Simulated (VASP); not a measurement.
# GaN (l.eB) (Imm2) in VASP: notebook, part 3 of 3

VASP 6.6.1. Earlier steps stand in the parts before.

### Step 5. Single point, LDA

The input, INCAR:

```
SYSTEM = GaN
PREC = Accurate
ENCUT = 600
EDIFF = 1E-6
ISMEAR = 0
SIGMA = 0.02
LREAL = .False.
LASPH = .True.
NELM = 120
ALGO = Normal
ISIF = 2
LWAVE = .False.
LCHARG = .False.
GGA = CA
NBANDS = 26
GGA_COMPAT = .False.
```

The input, KPOINTS:

```
regular mesh
0
Gamma
  10 6 8
  0 0 0
```

The input, POSCAR:

```
GaN
1.0
    3.0611126101      0.0000000000      0.0000000000
    0.0000000000      4.3290669213      0.0000000000
    0.0000000000      0.0000000000      3.2235260837
Ga N
2 2
Direct
    0.0000000000      0.0000000000      0.0000000000
    0.5000000000      0.5000000000      0.5000031000
    0.5000000000      0.2500000000      0.0000000000
    0.0000000000      0.7500000000      0.5000031000
```

Potentials or basis: VASP PAW LDA potentials, release 64 (Ga_d, N).

Command:

```
> cat potpaw_LDA.64/Ga_d/POTCAR potpaw_LDA.64/N/POTCAR > POTCAR
> mpirun -np 1 vasp_std > vasp.out
```

OUTCAR:

```text
SYSTEM = GaN
   PREC = Accurate
   ENCUT = 600
   EDIFF = 1E-6
   ISMEAR = 0
   LREAL = .False.
   LASPH = .True.
   NELM = 120
   ISIF = 2
   GGA = CA

 ion  position               nearest neighbor table
   1  0.000  0.000  0.000-   3 1.87   3 1.87   4 1.94   4 1.94
   2  0.500  0.500  0.500-   4 1.87   4 1.87   3 1.94   3 1.94
   3  0.500  0.250  0.000-   1 1.87   1 1.87   2 1.94   2 1.94
   4  0.000  0.750  0.500-   2 1.87   2 1.87   1 1.94   1 1.94

  LATTYP: Found a simple orthorhombic cell.
 ALAT       =     3.0611126101
 B/A-ratio  =     1.0530570071
 C/A-ratio  =     1.4142135467

  Lattice vectors:

 A1 = (  -3.0611126101,   0.0000000000,   0.0000000000)
 A2 = (   0.0000000000,   0.0000000000,   3.2235260837)
 A3 = (   0.0000000000,   4.3290669213,   0.0000000000)

Analysis of symmetry for initial positions (statically):
=====================================================================
 Subroutine PRICEL returns following result:

  LATTYP: Found a body centered orthorhombic cell.
 ALAT       =     3.0611126102
 B/A-ratio  =     1.0530570071
 C/A-ratio  =     1.4142135467

  Lattice vectors:

 A1 = (   1.5305563051,   2.1645334607,   1.6117730348)
 A2 = (  -1.5305563050,   2.1645334606,  -1.6117730348)
 A3 = (  -1.5305563050,  -2.1645334607,   1.6117530489)

   2 primitive cells build up your supercell.

 Routine SETGRP: Setting up the symmetry group for a
 simple orthorhombic supercell.

 Subroutine GETGRP returns: Found  4 space group operations
 (whereof  4 operations were pure point group operations)
 out of a pool of  8 trial point group operations.

The static configuration has the point symmetry C_2v.

Analysis of symmetry for dynamics (positions and initial velocities):
=====================================================================
 Subroutine PRICEL returns following result:

  LATTYP: Found a body centered orthorhombic cell.
 ALAT       =     3.0611126102
 B/A-ratio  =     1.0530570071
 C/A-ratio  =     1.4142135467

  Lattice vectors:

 A1 = (   1.5305563051,   2.1645334607,   1.6117730348)
 A2 = (  -1.5305563050,   2.1645334606,  -1.6117730348)
 A3 = (  -1.5305563050,  -2.1645334607,   1.6117530489)

   2 primitive cells build up your supercell.

 Routine SETGRP: Setting up the symmetry group for a
 simple orthorhombic supercell.

 Subroutine GETGRP returns: Found  4 space group operations
 (whereof  4 operations were pure point group operations)
 out of a pool of  8 trial point group operations.

The dynamic configuration has the point symmetry C_2v.

 Subroutine INISYM returns: Found  4 space group operations
 (whereof  4 operations are pure point group operations),
 and found     2 'primitive' translations

----------------------------------------------------------------------------------------

                                     Primitive cell

  volume of cell :      21.3587

  direct lattice vectors                    reciprocal lattice vectors
[... 30 lines left out ...]

  Length of vectors
     0.032667861  0.038499443  0.038777412

  Shift w.r.t. Gamma in fractional coordinates (k-lattice)
     0.000000000  0.000000000  0.000000000

 Subroutine IBZKPT returns following result:
 ===========================================

 Found    120 irreducible k-points:

 Following reciprocal coordinates:
            Coordinates               Weight
  0.000000  0.000000  0.000000      1.000000
  0.100000  0.000000  0.000000      2.000000
  0.200000  0.000000  0.000000      2.000000
  0.300000  0.000000  0.000000      2.000000
  0.400000  0.000000  0.000000      2.000000
  0.500000  0.000000  0.000000      1.000000
[... 16 lines left out ...]
  0.400000  0.500000  0.000000      2.000000
  0.500000  0.500000  0.000000      1.000000
 [... further k-points ...]
   k-points           NKPTS =    120   k-points in BZ     NKDIM =    120   number of bands    NBANDS=     26
   number of dos      NEDOS =    301   number of ions     NIONS =      4
   total plane-waves  NPLWV =  24192
   dimension x,y,z NGX =    24 NGY =   36 NGZ =   28
   dimension x,y,z NGXF=    48 NGYF=   72 NGZF=   56
   ions per type =               2   2
   NGX,Y,Z   is equivalent  to a cutoff of  13.03, 13.82, 14.44 a.u.
   NGXF,Y,Z  is equivalent  to a cutoff of  26.07, 27.65, 28.88 a.u.
 SYSTEM =  GaN
   PREC   = accura    normal or accurate (medium, high low for compatibility)
   ISTART =      0    job   : 0-new  1-cont  2-samecut
   ICHARG =      2    charge: 1-file 2-atom 10-const
   ISPIN  =      1    spin polarized calculation?
   LNONCOLLINEAR =      F non collinear calculations
   LSORBIT =      F    spin-orbit coupling
   LASPH  =      T    aspherical Exc in radial PAW
   ENCUT  =  600.0 eV  44.10 Ry    6.64 a.u.   6.11  8.65  6.44*2*pi/ulx,y,z
   NELM   =    120;   NELMIN=  2; NELMDL= -5     # of ELM steps
   EDIFF  = 0.1E-05   stopping-criterion for ELM
   LREAL  =      F    real-space projection
   EDIFFG = 0.1E-04   stopping-criterion for IOM
   NSW    =      0    number of steps for IOM
   IBRION =     -1    ionic relax: 0-MD 1-quasi-New 2-CG
   NFREE  =      0    steps in history (QN), initial steepest desc. (CG)
   ISIF   =      2    stress and relaxation
   ISYM   =      2    0-nonsym 1-usesym 2-fastsym
   POTIM  = 0.5000    time-step for ionic-motion
   TEBEG  =    0.0;   TEEND  =   0.0 temperature during run
   PSTRESS=    0.0 pullay stress
   NELECT =      36.0000    total number of electrons
   NUPDOWN=      -1.0000    fix difference up-down
   EMIN   =  10.00;   EMAX   =-10.00  energy-range for DOS
   EFERMI =   0.00;   METHOD = LEGACY
   ISMEAR =     0;   SIGMA  =   0.02  broadening in eV -4-tet -1-fermi 0-gaus
   EFERMI_NEDOS =   21; number of points for ismear=-14 and -15
   IALGO  =     38    algorithm
   IMIX   =      4    mixing-type and parameters
     AMIX     =   0.40;   BMIX     =  1.00
     AMIX_MAG =   1.60;   BMIX_MAG =  1.00
  volume/ion in A,a.u.               =      10.68        72.07
  Fermi-wavevector in a.u.,A,eV,Ry     =   1.546349  2.922175 32.534169  2.391194
  Thomas-Fermi vector in A             =   2.651597
   LORBIT       =      0    0 simple, 1 ext, 2 COOP (PROOUT), +10 PAW based schemes
   GGA     = CA    functional components
   LHFCALC =     F    Hartree Fock is set to
   AEXX    =    0.0000 exact exchange contribution
   IVDW    =     0    specifies the selected vdW correction
   LEPSILON=     F    determine dielectric tensor
   LRPA    =     F    only Hartree local field effects (RPA)
 non-spin polarized calculation
 Gauss-broadening in eV      SIGMA  =   0.02
  energy-cutoff  :      600.00
  volume of cell :       42.72
 maximum number of plane-waves:      1446
   NGX = 13   NGY = 17   NGZ = 13

 number of electron      36.0000010 magnetization

 Free energy of the ion-electron system (eV)
  ---------------------------------------------------
  ext. energy  EPLUGINS =         0.00000000
  ---------------------------------------------------
  free energy    TOTEN  =       -27.75285723 eV

  energy without entropy =      -27.75285723  energy(sigma->0) =      -27.75285723

 E-fermi :   6.0278     XC(G=0): -12.4917

 val. band max:        5.8941846880   @ k =   0.0000   0.0000   0.0000
 cond. band min:       7.9661812587   @ k =   0.0000   0.0000   0.0000
 fundamental gap:      2.0719965707
 Fermi energy:         6.0278465098

 k-point     1 :       0.0000    0.0000    0.0000
  band No.  band energies     occupation
      1     -10.6140      2.00000
      2      -9.3138      2.00000
      3      -7.8379      2.00000
      4      -7.8272      2.00000
      5      -7.8019      2.00000
      6      -7.7531      2.00000
[... 685 lines left out ...]
     25      16.7125      0.00000
     26      16.7125      0.00000

 [... further k-points ...]

------------------------ aborting loop because EDIFF is reached ----------------------------------------

  FORCE on cell =-STRESS in cart. coord.  units (eV):
  Direction    XX          YY          ZZ          XY          YZ          ZX
  --------------------------------------------------------------------------------------
  -------------------------------------------------------------------------------------
  Total        5.4194645      2.9663492     -0.9338286      0.0000000      0.0000000      0.0000000
  in kB      203.2647929    111.2571843    -35.0245827      0.0000000      0.0000000      0.0000000
  external PRESSURE =      93.1657982 kB  Pullay stress =       0.0000000 kB

 VOLUME and BASIS-vectors are now :
 -----------------------------------------------------------------------------
  energy-cutoff  :      600.00
  volume of cell :       42.72
      direct lattice vectors                 reciprocal lattice vectors
     3.061112610  0.000000000  0.000000000     0.326678606  0.000000000  0.000000000
     0.000000000  4.329066921  0.000000000     0.000000000  0.230996660  0.000000000
     0.000000000  0.000000000  3.223526084     0.000000000  0.000000000  0.310219298

 POSITION                                       TOTAL-FORCE (eV/Angst)
 -----------------------------------------------------------------------------------
      0.00000      0.00000      0.00000         0.000000     -0.592796     -0.000000
      1.53056      2.16453      1.61177        -0.000000     -0.592796     -0.000000
      1.53056      1.08227      0.00000         0.000000      0.592796     -0.000000
      0.00000      3.24680      1.61177         0.000000      0.592796      0.000000
 -----------------------------------------------------------------------------------
    total drift:                                0.000000     -0.000248     -0.008295

  FREE ENERGIE OF THE ION-ELECTRON SYSTEM (eV)
  ---------------------------------------------------
  free  energy   TOTEN  =       -27.7528572346 eV

  energy  without entropy=      -27.7528572346  energy(sigma->0) =      -27.75285723
```

It took 94 s on 1 thread of Intel Xeon Platinum 8488C (Sapphire Rapids), shared host; peak memory 0.24 GiB.

Results:

```yaml
Free_energy: -27.7529 eV
Pressure: 9.3 GPa
Largest_force: 0.593 eV/Å
Band_gap_on_the_k_mesh: 2.07 eV
```

Forces on the atoms (eV/Å):
```
Ga   0.000 -0.593  0.000
Ga   0.000 -0.593  0.000
N    0.000  0.593  0.000
N    0.000  0.593  0.000
```

Stress tensor (GPa, compression positive):
```
20.33  0.00  0.00
 0.00 11.13  0.00
 0.00  0.00 -3.50
```

Levels at points of the mesh, in eV from the valence-band top:
```
           k point  band 14  band 15  band 16  band 17  band 18  band 19  band 20  band 21  band 22  band 23
(0.00, 0.00, 0.00)    -3.53    -2.84    -0.21     0.00     0.00     2.07     2.98     6.65     9.86    10.51
(0.50, 0.00, 0.00)    -5.65    -3.46    -3.46    -1.45    -1.45     6.47     6.47     7.26     7.26     9.94
(0.00, 0.50, 0.00)    -3.43    -2.06    -2.06    -1.54    -1.54     4.67     4.67     7.56     7.56    11.82
(0.50, 0.50, 0.00)    -7.62    -1.37    -1.37    -1.16    -1.16     4.66     4.66     8.96     8.96     9.79
(0.00, 0.00, 0.50)    -5.56    -3.57    -3.57    -1.16    -1.16     6.91     6.91     7.61     7.61     9.92
(0.50, 0.00, 0.50)    -6.66    -2.99    -2.99    -2.96    -2.96     3.27     3.27     6.96     6.96    11.69
(0.00, 0.50, 0.50)    -7.70    -1.08    -1.08    -0.93    -0.93     5.18     5.18     8.71     8.71    10.73
(0.50, 0.50, 0.50)    -6.18    -4.13    -4.13    -4.11    -4.11     6.33     6.33     8.85     8.85    11.02
```

As with any semilocal functional, this LDA gap is likely too small.

### Step 6. Summary

| cell | k mesh | smearing | gap on the mesh (eV) | pressure (GPa) | largest force (eV/Å) |
| --- | --- | --- | --- | --- | --- |
| a = 3.061, b = 4.329, c = 3.224 Å, 4 atoms | 6 × 4 × 6 | gaussian 0.1 eV | 2.07 | 9.3 | 0.59 |
| a = 3.061, b = 4.329, c = 3.208 Å, 4 atoms | 10 × 6 × 8 | gaussian 0.02 eV | 2.04 | 9.8 | 0.01 |
| a = 3.061, b = 4.329, c = 3.224 Å, 4 atoms | 10 × 6 × 8 | gaussian 0.02 eV | 2.07 | 9.3 | 0.59 |

Alike in all rows: task single point; level LDA; potentials or basis VASP PAW LDA potentials, release 64 (Ga_d, N); no spin polarisation; cutoff (eV) 600.

Absolute energies hang on the potentials; compare differences alone.
